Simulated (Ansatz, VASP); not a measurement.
Ir: VASP beside Ansatz

```
CELL_PARAMETERS angstrom
0.00000 1.91970 2.00609
1.91970 0.00000 2.00609
1.91970 1.91970 0.00000
ATOMIC_POSITIONS crystal
Ir 0.00000 0.00000 0.00000
```

Change from the starting cell: strain +0.0450 x Voigt [0, 0, 1, 0, 0, 0], atoms carried along.

Alike in both runs: task single point; functional LDA; k mesh 8 × 8 × 8; occupations gaussian, width 0.15 eV; no spin polarisation.

```csv
,VASP,Ansatz
version,VASP 6.6.1,Ansatz 0.2.0
potentials or method,"VASP PAW LDA potentials, release 64 (Ir_sv_GW), cutoff 560 eV","scalar-relativistic, plane waves, PAW"
valence electrons in the cell,17,17
```

|  | VASP | Ansatz | Ansatz less VASP |
| --- | --- | --- | --- |
| gap on the k mesh at the Fermi level (eV) | none | none | - |
| pressure (GPa) | -21.4 | -20.9 | +0.49 |
| traceless stress, the component that is largest in VASP (GPa) | -9.11 | -9.15 | -0.042 |

LDA's correlation is that of Perdew and Zunger in VASP and of Perdew and Wang (1992) in Ansatz. A gap of «none» marks a metal or a gap that the smearing closes.

Spin-orbit coupling is off throughout.
